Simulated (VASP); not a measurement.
A run of VASP 6.6.1:

INCAR

```
ALGO = Normal
EDIFF = 1E-6
EDIFFG = -0.008
ENCUT = 600
GGA = PS
IBRION = 2
ISIF = 3
ISMEAR = 0
LASPH = True
LCHARG = False
LREAL = False
LWAVE = False
NELM = 100
NSW = 70
PREC = Accurate
PSTRESS = -20.0
SIGMA = 0.1
```

KPOINTS

```
k-points
0
Gamma
  18 18 18
```

File POSCAR:

```
Mo
1.0
   -1.5747086348      1.5747086348      1.5747086348
    1.5747086348     -1.5747086348      1.5747086348
    1.5747086348      1.5747086348     -1.5747086348
Mo
1
Direct
    0.0000000000      0.0000000000      0.0000000000
```

Potentials or basis: VASP PAW PBE potentials, release 64 (Mo_sv).

Run with:

```console
$ cat potpaw_PBE.64/Mo_sv/POTCAR > POTCAR
$ mpirun -np 1 vasp_std > vasp.out
```

Hardware: 1 thread of Intel(R) Xeon(R) 6975P-C (Granite Rapids), on a shared host.

Problem. Estimate the wall time of this run.

Solution. It took 21 s on 1 thread of Intel(R) Xeon(R) 6975P-C (Granite Rapids), with other jobs on the host, peak memory 0.18 GiB. Counts: scf iterations 24, k points 195, ion steps 3.
